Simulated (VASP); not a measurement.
Set up this calculation in VASP 6.6.1, as the native input.

```
Task                   : single point
Functional             : PBE
Potentials or basis    : VASP PAW PBE potentials, release 64 (Co, Sc_sv, Al, Fe)
Cutoff                 : 400 eV
k mesh                 : 1 × 1 × 1, shifted
Occupations            : fermi-dirac, width 0.0827 eV
Spin                   : no spin polarisation
Dipole correction      : no
Mended                 : yes
Further INCAR settings : LREAL = Auto; ALGO = Normal; EDIFF = 1e-06; NBANDS = 100; ISYM = -1
```

The structure of Sc5Al3Fe3Co9 lies in POSCAR:

```
Sc5Al3Fe3Co9
1.0
    6.7732930000      0.1414810000     -0.1319230000
    0.1414810000      6.2815280000      0.1206830000
   -0.1319230000      0.1206830000      7.0232830000
Co Sc Al Fe
9 5 3 3
Direct
    0.5264033294      0.2306852282      0.1825046664
    0.7675423942      0.5640529329      0.0949515910
    0.1807214915      0.4732182551      0.9335749282
    0.5060884656      0.0256927266      0.5526670409
    0.7810227352      0.1953113388      0.4986823262
    0.2975676722      0.7102372101      0.6118501081
    0.8954025769      0.2245404280      0.1371573638
    0.3888365141      0.8719559627      0.2967628128
    0.0162849497      0.8315533330      0.0300079049
    0.5754772451      0.3124128327      0.8399935994
    0.4638276007      0.7651750815      0.9423904610
    0.9615125369      0.6441479798      0.6892493023
    0.1192806654      0.5342995121      0.2945212367
    0.6308348678      0.5557049057      0.4368463428
    0.0534275662     -0.0214526040      0.4257364098
    1.0536267812      0.1858732148      0.7691640603
    0.2296337510      0.1151543427      0.0945614468
    0.3254515683      0.3412888896      0.6050402326
    0.7625240086      0.9705876825      0.8140221634
    0.7389050603      0.9136772484      0.2255061146
```

One way to write it, as run:

INCAR

```
SYSTEM = Sc5Al3Fe3Co9
  ALGO = Normal
  EDIFF = 1E-6
  ENCUT = 400
  GGA = PE
  GGA_COMPAT = .FALSE.
  ISIF = 2
  ISMEAR = -1
  ISYM = -1
  LASPH = .TRUE.
  LCHARG = .FALSE.
  LREAL = Auto
  LWAVE = .FALSE.
  NBANDS = 100
  NELM = 120
  PREC = Accurate
  SIGMA = 0.0827
```

KPOINTS

```
explicit points
1
Reciprocal
  0.25000000   0.25000000   0.25000000 1
```

Potentials or basis: VASP PAW PBE potentials, release 64 (Co, Sc_sv, Al, Fe).

Run with:

```bash
$ cat potpaw_PBE.64/Co/POTCAR potpaw_PBE.64/Sc_sv/POTCAR potpaw_PBE.64/Al/POTCAR potpaw_PBE.64/Fe/POTCAR > POTCAR
$ mpirun -np 1 vasp_std > vasp.out
```

Results of the run:

The pressure is -4.3 GPa. The largest force is 2.409 eV/Å and the band gap on the k mesh is zero (an odd number of electrons rules out a gap without spin polarisation).

Caveat: the atoms stand as in a frame of molecular dynamics; the run has no spin polarisation, though such a crystal can be magnetic.

Wall time 2.8 min on 1 thread of Intel(R) Xeon(R) Platinum 8488C (Sapphire Rapids) (shared host), peak memory 0.32 GiB.
